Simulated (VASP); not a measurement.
# CdF2 (Imm2) in VASP: single point with PBE

Aim: the single point of CdF2 with PBE.

All numbers are computed with VASP 6.6.1; they aren't measurements. Logs are shortened: lines on timing, memory, paths and dates and some standing lists are left out, and cuts for length are marked.

### 1 The cell of the first run

The structure is orthorhombic, space group Imm2 (No. 44). The conventional cell has a = 3.810 Å, b = 5.388 Å, c = 3.810 Å, α = 90.00°, β = 90.00°, γ = 90.00°. Within 2.3 Å of Cd (site symmetry mm2) lie 2 F at 1.71 Å. Within 2.3 Å of F (site symmetry m) lie 1 Cd at 1.71 Å.

### 2 Single point, PBE (atom 1 (Cd) moved by (-0.600, -0.600) A along y and z)

Input file INCAR:

```
  ALGO = Normal
  EDIFF = 1E-6
  ENCUT = 520
  GGA = PE
  ISIF = 2
  ISMEAR = 0
  LASPH = T
  LCHARG = T
  LELF = T
  LREAL = F
  LVHAR = T
  LWAVE = F
  NBANDS = 20
  NELM = 100
  PREC = Accurate
  SIGMA = 0.05
```

Input file KPOINTS:

```
k-points
0
Gamma
  8 8 8
```

Input file POSCAR:

```
CdF2
1.0
    0.0000000000      2.6940000000      2.6940000000
    2.6940000000      0.0000000000      2.6940000000
    2.6940000000      2.6940000000      0.0000000000
Cd F
1 2
Direct
   -0.2227171492      0.0000000000      0.0000000000
    0.2500000000      0.2500000000      0.2500000000
    0.7500000000      0.7500000000      0.7500000000
```

Potentials or basis: VASP PAW PBE potentials, release 64 (Cd, F).

Started as:

```bash
> cat potpaw_PBE.64/Cd/POTCAR potpaw_PBE.64/F/POTCAR > POTCAR
> mpirun -np 1 vasp_std > vasp.out
```

OUTCAR:

```text
EDIFF = 1E-6
   ENCUT = 520
   GGA = PE
   ISIF = 2
   ISMEAR = 0
   LASPH = T
   LREAL = F
   NELM = 100
   PREC = Accurate

 ion  position               nearest neighbor table
   1  0.777  0.000  0.000-   3 1.71   2 1.71   2 2.48   3 2.48   2 2.48   3 2.48
   2  0.250  0.250  0.250-   1 1.71   1 2.48   1 2.48
   3  0.750  0.750  0.750-   1 1.71   1 2.48   1 2.48

  LATTYP: Found a face centered cubic cell.
 ALAT       =     5.3880000000

  Lattice vectors:

 A1 = (   0.0000000000,   2.6940000000,   2.6940000000)
 A2 = (   2.6940000000,   0.0000000000,   2.6940000000)
 A3 = (   2.6940000000,   2.6940000000,   0.0000000000)

Analysis of symmetry for initial positions (statically):
=====================================================================
 Subroutine PRICEL returns:
 Original cell was already a primitive cell.

 Routine SETGRP: Setting up the symmetry group for a
 face centered cubic supercell.

 Subroutine GETGRP returns: Found  4 space group operations
 (whereof  4 operations were pure point group operations)
 out of a pool of 48 trial point group operations.

The static configuration has the point symmetry C_2v.

Analysis of symmetry for dynamics (positions and initial velocities):
=====================================================================
 Subroutine PRICEL returns:
 Original cell was already a primitive cell.

 Routine SETGRP: Setting up the symmetry group for a
 face centered cubic supercell.

 Subroutine GETGRP returns: Found  4 space group operations
 (whereof  4 operations were pure point group operations)
 out of a pool of 48 trial point group operations.

The dynamic configuration has the point symmetry C_2v.

 Subroutine INISYM returns: Found  4 space group operations
 (whereof  4 operations are pure point group operations),
 and found     1 'primitive' translations

----------------------------------------------------------------------------------------

                                     Primitive cell

  volume of cell :      39.1041

  direct lattice vectors                    reciprocal lattice vectors
     0.000000000  2.694000000  2.694000000    -0.185597624  0.185597624  0.185597624
     2.694000000  0.000000000  2.694000000     0.185597624 -0.185597624  0.185597624
     2.694000000  2.694000000  0.000000000     0.185597624  0.185597624 -0.185597624

  length of vectors
     3.809891337  3.809891337  3.809891337     0.321464515  0.321464515  0.321464515

  position of ions in fractional coordinates (direct lattice)
     0.777282851  0.000000000  0.000000000
     0.250000000  0.250000000  0.250000000
     0.750000000  0.750000000  0.750000000

  ion indices of the primitive-cell ions
   primitive index   ion index
                 1           1
                 2           2
                 3           3

----------------------------------------------------------------------------------------

 KPOINTS: k-points

Automatic generation of k-mesh.
 Grid dimensions read from file:
 generate k-points for:    8    8    8

 Generating k-lattice:

  Cartesian coordinates                     Fractional coordinates (reciprocal lattice)
    -0.023199703  0.023199703  0.023199703     0.125000000  0.000000000  0.000000000
     0.023199703 -0.023199703  0.023199703     0.000000000  0.125000000  0.000000000
     0.023199703  0.023199703 -0.023199703     0.000000000  0.000000000  0.125000000

  Length of vectors
     0.040183064  0.040183064  0.040183064

  Shift w.r.t. Gamma in fractional coordinates (k-lattice)
     0.000000000  0.000000000  0.000000000

 Subroutine IBZKPT returns following result:
 ===========================================

 Found     95 irreducible k-points:

 Following reciprocal coordinates:
            Coordinates               Weight
  0.000000  0.000000  0.000000      1.000000
  0.125000  0.000000  0.000000      4.000000
  0.000000  0.125000  0.000000      4.000000
  0.250000  0.000000  0.000000      4.000000
  0.000000  0.250000  0.000000      4.000000
  0.375000  0.000000  0.000000      4.000000
[... 16 lines left out ...]
  0.375000 -0.125000 -0.125000      4.000000
 -0.375000  0.125000  0.000000      8.000000
 [... further k-points ...]
   k-points           NKPTS =     95   k-points in BZ     NKDIM =     95   number of bands    NBANDS=     20
   number of dos      NEDOS =    301   number of ions     NIONS =      3
   total plane-waves  NPLWV =  21952
   dimension x,y,z NGX =    28 NGY =   28 NGZ =   28
   dimension x,y,z NGXF=    56 NGYF=   56 NGZF=   56
   ions per type =               1   2
   NGX,Y,Z   is equivalent  to a cutoff of  12.22, 12.22, 12.22 a.u.
   NGXF,Y,Z  is equivalent  to a cutoff of  24.44, 24.44, 24.44 a.u.
 SYSTEM =  unknown system
   PREC   = accura    normal or accurate (medium, high low for compatibility)
   ISTART =      0    job   : 0-new  1-cont  2-samecut
   ICHARG =      2    charge: 1-file 2-atom 10-const
   ISPIN  =      1    spin polarized calculation?
   LNONCOLLINEAR =      F non collinear calculations
   LSORBIT =      F    spin-orbit coupling
   LASPH  =      T    aspherical Exc in radial PAW
   ENCUT  =  520.0 eV  38.22 Ry    6.18 a.u.   7.08  7.08  7.08*2*pi/ulx,y,z
   NELM   =    100;   NELMIN=  2; NELMDL= -5     # of ELM steps
   EDIFF  = 0.1E-05   stopping-criterion for ELM
   LREAL  =      F    real-space projection
   EDIFFG = 0.1E-04   stopping-criterion for IOM
   NSW    =      0    number of steps for IOM
   IBRION =     -1    ionic relax: 0-MD 1-quasi-New 2-CG
   NFREE  =      0    steps in history (QN), initial steepest desc. (CG)
   ISIF   =      2    stress and relaxation
   ISYM   =      2    0-nonsym 1-usesym 2-fastsym
   POTIM  = 0.5000    time-step for ionic-motion
   TEBEG  =    0.0;   TEEND  =   0.0 temperature during run
   PSTRESS=    0.0 pullay stress
   NELECT =      26.0000    total number of electrons
   NUPDOWN=      -1.0000    fix difference up-down
   EMIN   =  10.00;   EMAX   =-10.00  energy-range for DOS
   EFERMI =   0.00;   METHOD = LEGACY
   ISMEAR =     0;   SIGMA  =   0.05  broadening in eV -4-tet -1-fermi 0-gaus
   EFERMI_NEDOS =   21; number of points for ismear=-14 and -15
   IALGO  =     38    algorithm
   IMIX   =      4    mixing-type and parameters
     AMIX     =   0.40;   BMIX     =  1.00
     AMIX_MAG =   1.60;   BMIX_MAG =  1.00
  volume/ion in A,a.u.               =      13.03        87.96
  Fermi-wavevector in a.u.,A,eV,Ry     =   1.428867  2.700166 27.778468  2.041660
  Thomas-Fermi vector in A             =   2.548882
   LORBIT       =      0    0 simple, 1 ext, 2 COOP (PROOUT), +10 PAW based schemes
   GGA     = PE    functional components
   LHFCALC =     F    Hartree Fock is set to
   AEXX    =    0.0000 exact exchange contribution
   IVDW    =     0    specifies the selected vdW correction
   LEPSILON=     F    determine dielectric tensor
   LRPA    =     F    only Hartree local field effects (RPA)
 non-spin polarized calculation
 Gauss-broadening in eV      SIGMA  =   0.05
  energy-cutoff  :      520.00
  volume of cell :       39.10
 maximum number of plane-waves:      1067
   NGX = 15   NGY = 15   NGZ = 15

 number of electron      25.9999979 magnetization

 Free energy of the ion-electron system (eV)
  ---------------------------------------------------
  ext. energy  EPLUGINS =         0.00000000
  ---------------------------------------------------
  free energy    TOTEN  =        -6.19850458 eV

  energy without entropy =       -6.19850458  energy(sigma->0) =       -6.19850458

 E-fermi :   0.5667     XC(G=0): -10.2584

 val. band max:        0.3371476728   @ k =   0.0000  -0.3750   0.3750
 cond. band min:       2.2239196297   @ k =   0.0000   0.0000   0.0000
 fundamental gap:      1.8867719569
 Fermi energy:         0.5667109912

 k-point     1 :       0.0000    0.0000    0.0000
  band No.  band energies     occupation
      1     -22.9255      2.00000
      2     -22.1425      2.00000
      3      -7.5012      2.00000
      4      -7.3298      2.00000
      5      -7.2641      2.00000
      6      -6.6164      2.00000
[... 12 lines left out ...]
     19      16.9882      0.00000
     20      18.3931      0.00000

 k-point     2 :       0.1250    0.0000    0.0000
  band No.  band energies     occupation
      1     -22.8833      2.00000
      2     -22.1637      2.00000
      3      -7.6437      2.00000
      4      -7.2500      2.00000
      5      -7.1236      2.00000
      6      -6.5955      2.00000
[... 12 lines left out ...]
     19      16.9485      0.00000
     20      18.1513      0.00000

 k-point     3 :       0.0000    0.1250    0.0000
  band No.  band energies     occupation
      1     -22.8846      2.00000
      2     -22.1616      2.00000
      3      -7.6995      2.00000
      4      -7.3877      2.00000
      5      -6.8945      2.00000
      6      -6.6410      2.00000
[... 12 lines left out ...]
     19      17.0627      0.00000
     20      18.1409      0.00000

 k-point     4 :       0.2500    0.0000    0.0000
  band No.  band energies     occupation
      1     -22.7723      2.00000
      2     -22.2265      2.00000
      3      -7.7875      2.00000
      4      -7.0898      2.00000
      5      -7.0422      2.00000
      6      -6.4927      2.00000
[... 12 lines left out ...]
     19      17.0302      0.00000
     20      18.6658      0.00000

 k-point     5 :       0.0000    0.2500    0.0000
  band No.  band energies     occupation
      1     -22.7745      2.00000
      2     -22.2221      2.00000
      3      -7.8895      2.00000
      4      -7.2963      2.00000
      5      -6.8153      2.00000
      6      -6.4099      2.00000
[... 12 lines left out ...]
     19      17.0431      0.00000
     20      17.9965      0.00000

 k-point     6 :       0.3750    0.0000    0.0000
  band No.  band energies     occupation
      1     -22.6268      2.00000
      2     -22.3215      2.00000
      3      -7.8451      2.00000
      4      -7.0816      2.00000
      5      -7.0019      2.00000
      6      -6.3700      2.00000
[... 12 lines left out ...]
     19      16.8220      0.00000
     20      18.6289      0.00000

 k-point     7 :       0.0000    0.3750    0.0000
  band No.  band energies     occupation
      1     -22.6220      2.00000
      2     -22.3239      2.00000
      3      -7.9441      2.00000
      4      -7.2353      2.00000
      5      -6.8592      2.00000
      6      -6.3490      2.00000
[... 12 lines left out ...]
     19      16.8703      0.00000
     20      17.9911      0.00000
[... 277 lines left out ...]
 k-point    20 :       0.5000    0.1250    0.0000
  band No.  band energies     occupation
      1     -22.5232      2.00000
      2     -22.3991      2.00000
      3      -7.7993      2.00000
      4      -7.2731      2.00000
      5      -6.8403      2.00000
      6      -6.3557      2.00000
[... 12 lines left out ...]
     19      16.9810      0.00000
     20      19.7019      0.00000

 k-point    21 :       0.0000    0.5000    0.1250
  band No.  band energies     occupation
      1     -22.5206      2.00000
      2     -22.3859      2.00000
      3      -7.9532      2.00000
      4      -7.2212      2.00000
      5      -6.8203      2.00000
      6      -6.3309      2.00000
[... 12 lines left out ...]
     19      17.5519      0.00000
     20      18.7988      0.00000

 k-point    22 :       0.1250    0.0000    0.5000
  band No.  band energies     occupation
      1     -22.5014      2.00000
      2     -22.4188      2.00000
      3      -7.9157      2.00000
      4      -7.2803      2.00000
      5      -6.8071      2.00000
      6      -6.3512      2.00000
[... 12 lines left out ...]
     19      17.5020      0.00000
     20      19.3658      0.00000

 k-point    23 :       0.3750   -0.1250   -0.1250
  band No.  band energies     occupation
      1     -22.5409      2.00000
      2     -22.3675      2.00000
      3      -7.8501      2.00000
      4      -7.1808      2.00000
      5      -6.8711      2.00000
      6      -6.3865      2.00000
[... 12 lines left out ...]
     19      17.3391      0.00000
     20      19.5515      0.00000

 k-point    24 :      -0.3750    0.1250    0.0000
  band No.  band energies     occupation
      1     -22.5738      2.00000
      2     -22.3504      2.00000
      3      -7.8709      2.00000
      4      -7.2487      2.00000
      5      -6.8429      2.00000
      6      -6.3616      2.00000
[... 12 lines left out ...]
     19      16.3588      0.00000
     20      19.3731      0.00000

 [... further k-points ...]
[... 5 lines left out ...]
  --------------------------------------------------------------------------------------
  -------------------------------------------------------------------------------------
  Total       30.6659835      9.7581323      9.7581323      0.0000000      8.5980922      0.0000000
  in kB     1256.4485534    399.8107934    399.8107934      0.0000000    352.2815606      0.0000000
  external PRESSURE =     685.3567134 kB  Pullay stress =       0.0000000 kB

 VOLUME and BASIS-vectors are now :
 -----------------------------------------------------------------------------
  energy-cutoff  :      520.00
  volume of cell :       39.10
      direct lattice vectors                 reciprocal lattice vectors
     0.000000000  2.694000000  2.694000000    -0.185597624  0.185597624  0.185597624
     2.694000000  0.000000000  2.694000000     0.185597624 -0.185597624  0.185597624
     2.694000000  2.694000000  0.000000000     0.185597624  0.185597624 -0.185597624

 POSITION                                       TOTAL-FORCE (eV/Angst)
 -----------------------------------------------------------------------------------
      0.00000      2.09400      2.09400         0.000000     11.563025     11.563025
      1.34700      1.34700      1.34700        10.833317     -5.781512     -5.781512
      4.04100      4.04100      4.04100       -10.833317     -5.781512     -5.781512
 -----------------------------------------------------------------------------------
    total drift:                                0.000003      0.000682      0.000682

  FREE ENERGIE OF THE ION-ELECTRON SYSTEM (eV)
  ---------------------------------------------------
  free  energy   TOTEN  =        -6.1985045754 eV

  energy  without entropy=       -6.1985045754  energy(sigma->0) =       -6.19850458
```

It took 47 s on 1 thread of Intel Xeon Platinum 8375C at 2.90GHz (Ice Lake), shared host; peak memory 0.2 GiB.

What came out:

* Free energy: -6.1985 eV
* Pressure: 68.5 GPa
* Largest force: 16.353 eV/Å
* Band gap on the k mesh: 1.89 eV (least direct gap 2.97 eV)

Forces on the atoms (eV/Å):
```
Cd    0.000  11.563  11.563
F    10.833  -5.782  -5.782
F   -10.833  -5.782  -5.782
```

Caveat: the cell differs from its parent crystal (atom 1 (Cd) moved by (-0.600, -0.600) A along y and z); the stress differs along the axes, from 40 to 126 GPa; forces of over 1 eV/Å act on the atoms, so gaps and moduli don't describe the material at rest. A k mesh can miss the band edges.
